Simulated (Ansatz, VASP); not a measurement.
## One calculation of GaSb, two programs

```xyz
2
Lattice="0.0000 3.1579 2.9885 3.1579 0.0000 2.9885 3.1579 3.1579 0.0000" Properties=species:S:1:pos:R:3 pbc="T T T"
Ga    0.0000    0.0000    0.0000
Sb    1.5789    1.5789    1.4942
```

Change from the starting cell: epitaxial_xy strain +3.0%.

Alike in both runs: task single point; functional PBE; k mesh 8 × 8 × 8; occupations fermi-dirac, width 0.02 eV; no spin polarisation.

|  | VASP | Ansatz |
| --- | --- | --- |
| version | VASP 6.6.1 | Ansatz 0.2.0 |
| potentials or method | VASP PAW PBE potentials, release 64 (Ga_d, Sb_d_GW) | plane waves, PAW |
| plane-wave cutoff (eV) | 500 | 420 |
| valence electrons in the cell | 28 | 28 |

```csv
,VASP,Ansatz,Ansatz less VASP
pressure (GPa),0.3,0.3,0.00
"traceless stress, the component that is largest in VASP (GPa)",1.37,1.37,+0.003
```

Spin-orbit coupling is off throughout.
